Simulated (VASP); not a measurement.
# Na2S (Fm-3m) in VASP: notebook

The runs below take Na2S through relaxation of cell and atoms, single point, with PBEsol, LDA, r2SCAN, HSE06.

Program: VASP 6.6.1. These are calculated values, not measurements. Logs are shortened: lines on timing, memory, paths and dates and some standing lists are left out, and cuts for length are marked.

**1. The cell of the first run**

It takes space group Fm-3m (No. 225, cubic). Conventional cell: a = 6.568 Å, b = 6.568 Å, c = 6.568 Å, α = 90.00°, β = 90.00°, γ = 90.00°. Within 3.7 Å of Na (site symmetry -43m) lie 4 S at 2.84 Å and 6 Na at 3.28 Å. S (site symmetry m-3m) has 8 Na at 2.84 Å within 3.7 Å.

**2. Relaxation of cell and atoms, PBEsol**

The input, INCAR:

```
SYSTEM = Na2S
  PREC = Accurate
  ENCUT = 500
  EDIFF = 1E-7
  ISMEAR = -1
  SIGMA = 0.02
  LREAL = .False.
  LASPH = .True.
  NELM = 120
  ALGO = Normal
  ISIF = 3
  LWAVE = .False.
  LCHARG = .False.
  GGA = PS
  IBRION = 2
  NSW = 80
  EDIFFG = -0.005
  GGA_COMPAT = .False.
  NELMIN = 4
```

The input, KPOINTS:

```
Automatic mesh
0
Gamma
  6 6 6
  0 0 0
```

The input, POSCAR:

```
Na2S
1.0
    0.0000000000      3.2840056473      3.2840056473
    3.2840056473      0.0000000000      3.2840056473
    3.2840056473      3.2840056473      0.0000000000
Na S
2 1
Direct
    0.2500000000      0.2500000000      0.2500000000
    0.7500000000      0.7500000000      0.7500000000
    0.0000000000      0.0000000000      0.0000000000
```

Potentials or basis: VASP PAW PBE potentials, release 64 (Na_pv, S).

Run with:

```
cat potpaw_PBE.64/Na_pv/POTCAR potpaw_PBE.64/S/POTCAR > POTCAR
mpirun -np 1 vasp_std > vasp.out
```

OUTCAR:

```text
SYSTEM = Na2S
   PREC = Accurate
   ENCUT = 500
   EDIFF = 1E-7
   ISMEAR = -1
   LREAL = .False.
   LASPH = .True.
   NELM = 120
   ISIF = 3
   GGA = PS
   IBRION = 2
   NSW = 80
   EDIFFG = -0.005
   NELMIN = 4

 ion  position               nearest neighbor table
   1  0.250  0.250  0.250-
   2  0.750  0.750  0.750-
   3  0.000  0.000  0.000-

  LATTYP: Found a face centered cubic cell.
 ALAT       =     6.5680112946

  Lattice vectors:

 A1 = (   0.0000000000,   3.2840056473,   3.2840056473)
 A2 = (   3.2840056473,   0.0000000000,   3.2840056473)
 A3 = (   3.2840056473,   3.2840056473,   0.0000000000)

Analysis of symmetry for initial positions (statically):
=====================================================================
 Subroutine PRICEL returns:
 Original cell was already a primitive cell.

 Routine SETGRP: Setting up the symmetry group for a
 face centered cubic supercell.

 Subroutine GETGRP returns: Found 48 space group operations
 (whereof 48 operations were pure point group operations)
 out of a pool of 48 trial point group operations.

The static configuration has the point symmetry O_h .

Analysis of symmetry for dynamics (positions and initial velocities):
=====================================================================
 Subroutine PRICEL returns:
 Original cell was already a primitive cell.

 Routine SETGRP: Setting up the symmetry group for a
 face centered cubic supercell.

 Subroutine GETGRP returns: Found 48 space group operations
 (whereof 48 operations were pure point group operations)
 out of a pool of 48 trial point group operations.

The dynamic configuration has the point symmetry O_h .

 Subroutine INISYM returns: Found 48 space group operations
 (whereof 48 operations are pure point group operations),
 and found     1 'primitive' translations

----------------------------------------------------------------------------------------

                                     Primitive cell

  volume of cell :      70.8340

  direct lattice vectors                    reciprocal lattice vectors
     0.000000000  3.284005647  3.284005647    -0.152253088  0.152253088  0.152253088
     3.284005647  0.000000000  3.284005647     0.152253088 -0.152253088  0.152253088
     3.284005647  3.284005647  0.000000000     0.152253088  0.152253088 -0.152253088

  length of vectors
     4.644285325  4.644285325  4.644285325     0.263710084  0.263710084  0.263710084

  position of ions in fractional coordinates (direct lattice)
[... 66 lines left out ...]
   ISPIN  =      1    spin polarized calculation?
   LNONCOLLINEAR =      F non collinear calculations
   LSORBIT =      F    spin-orbit coupling
   LASPH  =      T    aspherical Exc in radial PAW
   ENCUT  =  500.0 eV  36.75 Ry    6.06 a.u.   8.47  8.47  8.47*2*pi/ulx,y,z
   NELM   =    120;   NELMIN=  4; NELMDL= -5     # of ELM steps
   EDIFF  = 0.1E-06   stopping-criterion for ELM
   LREAL  =      F    real-space projection
   EDIFFG = -.5E-02   stopping-criterion for IOM
   NSW    =     80    number of steps for IOM
   IBRION =      2    ionic relax: 0-MD 1-quasi-New 2-CG
   NFREE  =      1    steps in history (QN), initial steepest desc. (CG)
   ISIF   =      3    stress and relaxation
   ISYM   =      2    0-nonsym 1-usesym 2-fastsym
   POTIM  = 0.5000    time-step for ionic-motion
   TEBEG  =    0.0;   TEEND  =   0.0 temperature during run
   PSTRESS=    0.0 pullay stress
   NELECT =      20.0000    total number of electrons
   NUPDOWN=      -1.0000    fix difference up-down
   EMIN   =  10.00;   EMAX   =-10.00  energy-range for DOS
   EFERMI =   0.00;   METHOD = LEGACY
   ISMEAR =    -1;   SIGMA  =   0.02  broadening in eV -4-tet -1-fermi 0-gaus
   EFERMI_NEDOS =   21; number of points for ismear=-14 and -15
   IALGO  =     38    algorithm
   IMIX   =      4    mixing-type and parameters
     AMIX     =   0.40;   BMIX     =  1.00
     AMIX_MAG =   1.60;   BMIX_MAG =  1.00
  volume/ion in A,a.u.               =      23.61       159.34
  Fermi-wavevector in a.u.,A,eV,Ry     =   1.074000  2.029566 15.693993  1.153476
  Thomas-Fermi vector in A             =   2.209816
   LORBIT       =      0    0 simple, 1 ext, 2 COOP (PROOUT), +10 PAW based schemes
   GGA     = PS    functional components
   LHFCALC =     F    Hartree Fock is set to
   AEXX    =    0.0000 exact exchange contribution
   IVDW    =     0    specifies the selected vdW correction
   LEPSILON=     F    determine dielectric tensor
   LRPA    =     F    only Hartree local field effects (RPA)
 conjugate gradient relaxation of ions
 non-spin polarized calculation
  energy-cutoff  :      500.00
  volume of cell :       70.83
 maximum number of plane-waves:      1820
 NGX is ok and might be reduce to    36
   NGX = 17   NGY = 17   NGZ = 17

--------------------------------------- Ionic step        1  -------------------------------------------

 number of electron      19.9999995 magnetization

 Free energy of the ion-electron system (eV)
  ---------------------------------------------------
  ext. energy  EPLUGINS =         0.00000000
  ---------------------------------------------------
  free energy    TOTEN  =       -10.37018876 eV

  energy without entropy =      -10.37018876  energy(sigma->0) =      -10.37018876

------------------------ aborting loop because EDIFF is reached ----------------------------------------

  FORCE on cell =-STRESS in cart. coord.  units (eV):
  Direction    XX          YY          ZZ          XY          YZ          ZX
  --------------------------------------------------------------------------------------
  -------------------------------------------------------------------------------------
  Total       -0.3556068     -0.3556068     -0.3556068      0.0000000      0.0000000     -0.0000000
  in kB       -8.0433862     -8.0433862     -8.0433862      0.0000000      0.0000000     -0.0000000
  external PRESSURE =      -8.0433862 kB  Pullay stress =       0.0000000 kB
[... 98 lines left out ...]
--------------------------------------- Ionic step        4  -------------------------------------------

 number of electron      19.9999984 magnetization

 Free energy of the ion-electron system (eV)
  ---------------------------------------------------
  ext. energy  EPLUGINS =         0.00000000
  ---------------------------------------------------
  free energy    TOTEN  =       -10.37535654 eV

  energy without entropy =      -10.37535654  energy(sigma->0) =      -10.37535654

 E-fermi :   0.6935     XC(G=0):  -8.0183

 val. band max:        0.1847164393   @ k =   0.0000   0.0000   0.0000
 cond. band min:       2.6040496373   @ k =   0.0000   0.0000   0.0000
 fundamental gap:      2.4193331980
 Fermi energy:         0.6935008205

 k-point     1 :       0.0000    0.0000    0.0000
  band No.  band energies     occupation
      1     -21.8472      2.00000
      2     -21.8472      2.00000
      3     -21.8472      2.00000
      4     -21.7891      2.00000
      5     -21.7891      2.00000
      6     -21.7891      2.00000
      7      -9.9676      2.00000
      8       0.1847      2.00000
      9       0.1847      2.00000
     10       0.1847      2.00000
     11       2.6040      0.00000
     12       7.9038      0.00000
     13       7.9038      0.00000
     14       7.9038      0.00000
[... 283 lines left out ...]
  FREE ENERGIE OF THE ION-ELECTRON SYSTEM (eV)
  ---------------------------------------------------
  free  energy   TOTEN  =       -10.3753565396 eV

  energy  without entropy=      -10.3753565396  energy(sigma->0) =      -10.37535654

 reached required accuracy - stopping structural energy minimisation
```

OSZICAR:

```text
N       E                     dE             d eps       ncg     rms          rms(c)
DAV:   1     0.146875670878E+03    0.14688E+03   -0.10350E+04   448   0.146E+03
DAV:   2     0.120742314248E+01   -0.14567E+03   -0.14258E+03   466   0.373E+02
DAV:   3    -0.109503079668E+02   -0.12158E+02   -0.12102E+02   574   0.105E+02
[... 34 lines left out ...]
DAV:   3    -0.103754056808E+02    0.37295E-03   -0.64452E-04   526   0.365E-01    0.578E-02
DAV:   4    -0.103753619114E+02    0.43769E-04   -0.27226E-05   570   0.475E-02    0.217E-02
DAV:   5    -0.103753567992E+02    0.51122E-05   -0.15338E-06   460   0.119E-02    0.861E-03
DAV:   6    -0.103753565903E+02    0.20895E-06   -0.14253E-07   284   0.716E-03    0.457E-03
DAV:   7    -0.103753565396E+02    0.50685E-07   -0.69379E-08   272   0.323E-03
   4 F= -.10375357E+02 E0= -.10375357E+02  d E =-.516778E-02
```

CONTCAR:

```text
Na2S
   1.00000000000000
     0.0000000000000000    3.2520467451281712    3.2520467451281712
     3.2520467451281712   -0.0000000000000000    3.2520467451281712
     3.2520467451281712    3.2520467451281712   -0.0000000000000000
  Na              S
     2     1
Direct
     0.2500000000000000    0.2500000000000000    0.2500000000000000
     0.7500000000000000    0.7500000000000000    0.7500000000000000
     0.0000000000000000    0.0000000000000000    0.0000000000000000

  0.00000000E+00  0.00000000E+00  0.00000000E+00
  0.00000000E+00  0.00000000E+00  0.00000000E+00
  0.00000000E+00  0.00000000E+00  0.00000000E+00
```

Wall time 36 s (1 thread of Intel Xeon Platinum 8488C (Sapphire Rapids), shared host); peak memory 0.2 GiB.

What came out:

```
Free energy                           : -10.3754 eV
Relaxed volume                        : 22.93 Å³/atom
Relaxed cell                          : a = 4.599 Å, b = 4.599 Å, c = 4.599 Å, α = 60.00°, β = 60.00°, γ = 60.00°
Space group after relaxing (to 0.1 Å) : Fm-3m (No. 225)
Energy gained by relaxing             : 1.7 meV/atom
Ionic steps                           : 4
Pressure after relaxing               : 0.0 GPa
Band gap on the k mesh                : 2.42 eV
```

Step by step:
| step | energy change (eV) | largest force (eV/Å) | pressure (GPa) | volume (Å³) |
| --- | --- | --- | --- | --- |
| 1 | 0.0000 | 0.0000 | -0.80 | 70.83 |
| 2 | -0.0043 | 0.0000 | -0.36 | 69.63 |
| 3 | -0.0050 | 0.0000 | 0.13 | 68.49 |
| 4 | -0.0052 | 0.0000 | 0.03 | 68.79 |

Final structure:
```cif
data_structure
_symmetry_space_group_name_H-M 'P 1'
_symmetry_Int_Tables_number 1
_cell_length_a 4.5991
_cell_length_b 4.5991
_cell_length_c 4.5991
_cell_angle_alpha 60.000
_cell_angle_beta 60.000
_cell_angle_gamma 60.000
_cell_volume 68.79
loop_
_atom_site_label
_atom_site_type_symbol
_atom_site_fract_x
_atom_site_fract_y
_atom_site_fract_z
_atom_site_occupancy
Na1 Na 0.25000 0.25000 0.25000 1
Na2 Na 0.75000 0.75000 0.75000 1
S1 S 0.00000 0.00000 0.00000 1
```

Caveat: the PAW data sets were made with another functional, which shifts forces and pressure a little. Expect the measured gap to be larger: semilocal functionals such as PBEsol lack the derivative discontinuity.

**3. Relaxation of cell and atoms, LDA**

The input, INCAR:

```
SYSTEM = Na2S
ALGO = Normal
EDIFF = 1E-7
EDIFFG = -0.005
ENCUT = 500
GGA_COMPAT = .FALSE.
IBRION = 2
ISIF = 3
ISMEAR = -1
LASPH = .TRUE.
LCHARG = .FALSE.
LREAL = .FALSE.
LWAVE = .FALSE.
NELM = 120
NELMIN = 4
NSW = 80
PREC = Accurate
SIGMA = 0.02
```

The input, KPOINTS:

```
k-points
0
G
  6 6 6
  0 0 0
```

POSCAR is that of step 2.

Potentials or basis: VASP PAW LDA potentials, release 64 (Na_pv, S).

Run with:

```
cat potpaw_LDA.64/Na_pv/POTCAR potpaw_LDA.64/S/POTCAR > POTCAR
mpirun -np 1 vasp_std > vasp.out
```

OUTCAR:

```text
SYSTEM = Na2S
   EDIFF = 1E-7
   EDIFFG = -0.005
   ENCUT = 500
   IBRION = 2
   ISIF = 3
   ISMEAR = -1
   LASPH = .TRUE.
   LREAL = .FALSE.
   NELM = 120
   NELMIN = 4
   NSW = 80
   PREC = Accurate

 ion  position               nearest neighbor table
   1  0.250  0.250  0.250-
   2  0.750  0.750  0.750-
   3  0.000  0.000  0.000-

  LATTYP: Found a face centered cubic cell.
 ALAT       =     6.5680112946

  Lattice vectors:

 A1 = (   0.0000000000,   3.2840056473,   3.2840056473)
 A2 = (   3.2840056473,   0.0000000000,   3.2840056473)
 A3 = (   3.2840056473,   3.2840056473,   0.0000000000)

Analysis of symmetry for initial positions (statically):
=====================================================================
 Subroutine PRICEL returns:
 Original cell was already a primitive cell.

 Routine SETGRP: Setting up the symmetry group for a
 face centered cubic supercell.

 Subroutine GETGRP returns: Found 48 space group operations
 (whereof 48 operations were pure point group operations)
 out of a pool of 48 trial point group operations.

The static configuration has the point symmetry O_h .

[... 145 lines left out ...]

 number of electron      19.9999983 magnetization

 Free energy of the ion-electron system (eV)
  ---------------------------------------------------
  ext. energy  EPLUGINS =         0.00000000
  ---------------------------------------------------
  free energy    TOTEN  =       -10.86776147 eV

  energy without entropy =      -10.86776147  energy(sigma->0) =      -10.86776147

------------------------ aborting loop because EDIFF is reached ----------------------------------------

  FORCE on cell =-STRESS in cart. coord.  units (eV):
  Direction    XX          YY          ZZ          XY          YZ          ZX
  --------------------------------------------------------------------------------------
  -------------------------------------------------------------------------------------
  Total       -1.0568693     -1.0568693     -1.0568693      0.0000000      0.0000000      0.0000000
  in kB      -23.9050798    -23.9050798    -23.9050798      0.0000000      0.0000000      0.0000000
  external PRESSURE =     -23.9050798 kB  Pullay stress =       0.0000000 kB
[... 98 lines left out ...]
--------------------------------------- Ionic step        4  -------------------------------------------

 number of electron      20.0000015 magnetization

 Free energy of the ion-electron system (eV)
  ---------------------------------------------------
  ext. energy  EPLUGINS =         0.00000000
  ---------------------------------------------------
  free energy    TOTEN  =       -10.91371537 eV

  energy without entropy =      -10.91371537  energy(sigma->0) =      -10.91371537

 E-fermi :   0.6911     XC(G=0):  -8.5554

 val. band max:        0.2784432761   @ k =   0.0000   0.0000   0.0000
 cond. band min:       2.7665650373   @ k =   0.0000   0.0000   0.0000
 fundamental gap:      2.4881217612
 Fermi energy:         0.6911482574

 k-point     1 :       0.0000    0.0000    0.0000
  band No.  band energies     occupation
      1     -21.7851      2.00000
      2     -21.7851      2.00000
      3     -21.7851      2.00000
      4     -21.7147      2.00000
      5     -21.7147      2.00000
      6     -21.7147      2.00000
      7      -9.9223      2.00000
      8       0.2784      2.00000
      9       0.2784      2.00000
     10       0.2784      2.00000
     11       2.7666      0.00000
     12       8.0496      0.00000
     13       8.0496      0.00000
     14       8.0496      0.00000
[... 283 lines left out ...]
  FREE ENERGIE OF THE ION-ELECTRON SYSTEM (eV)
  ---------------------------------------------------
  free  energy   TOTEN  =       -10.9137153653 eV

  energy  without entropy=      -10.9137153653  energy(sigma->0) =      -10.91371537

 reached required accuracy - stopping structural energy minimisation
```

CONTCAR:

```text
Na2S
   1.00000000000000
     0.0000000000000000    3.1929500843987610    3.1929500843987610
     3.1929500843987610   -0.0000000000000000    3.1929500843987610
     3.1929500843987610    3.1929500843987610    0.0000000000000000
  Na              S
     2     1
Direct
     0.2500000000000000    0.2500000000000000    0.2500000000000000
     0.7500000000000000    0.7500000000000000    0.7500000000000000
     0.0000000000000000    1.0000000000000000    0.0000000000000000

  0.00000000E+00  0.00000000E+00  0.00000000E+00
  0.00000000E+00  0.00000000E+00  0.00000000E+00
  0.00000000E+00  0.00000000E+00  0.00000000E+00
```

Run time: 29 s. Hardware: 1 thread of Intel Xeon Platinum 8488C (Sapphire Rapids), shared host; peak memory 0.17 GiB.

Results:

| Property | Result |
| --- | --- |
| Free energy | -10.9137 eV |
| Relaxed volume | 21.70 Å³/atom |
| Relaxed cell | a = 4.516 Å, b = 4.516 Å, c = 4.516 Å, α = 60.00°, β = 60.00°, γ = 60.00° |
| Space group after relaxing (to 0.1 Å) | Fm-3m (No. 225) |
| Energy gained by relaxing | 15.3 meV/atom |
| Ionic steps | 4 |
| Pressure after relaxing | 0.0 GPa |
| Band gap on the k mesh | 2.49 eV |

Step by step:
```
step  energy change (eV)  largest force (eV/Å)  pressure (GPa)  volume (Å³)
   1              0.0000                0.0000           -2.39        70.83
   2             -0.0387                0.0000           -1.04        67.28
   3             -0.0459                0.0000           -0.07        65.25
   4             -0.0460                0.0000            0.01        65.10
```

Final structure:
```
Na S
1.0
     0.00000    3.19295    3.19295
     3.19295    0.00000    3.19295
     3.19295    3.19295    0.00000
Na S
2 1
Direct
  0.25000 0.25000 0.25000
  0.75000 0.75000 0.75000
  0.00000 0.00000 0.00000
```

Levels at points of the mesh, in eV from the valence-band top:
| k point | band 6 | band 7 | band 8 | band 9 | band 10 | band 11 | band 12 | band 13 | band 14 |
| --- | --- | --- | --- | --- | --- | --- | --- | --- | --- |
| (0.00, 0.00, 0.00) | -21.99 | -10.20 | 0.00 | 0.00 | 0.00 | 2.49 | 7.77 | 7.77 | 7.77 |
| (0.50, 0.00, 0.00) | -22.03 | -9.89 | -1.83 | -0.14 | -0.14 | 4.84 | 6.56 | 7.11 | 7.11 |
| (0.50, 0.50, 0.00) | -21.97 | -9.79 | -1.64 | -0.50 | -0.50 | 3.67 | 5.99 | 8.81 | 9.98 |

LDA gaps usually lie below the measured ones, often by a third to a half. Zero-point motion and thermal expansion aren't in these numbers.

[end of part 1 of 3]
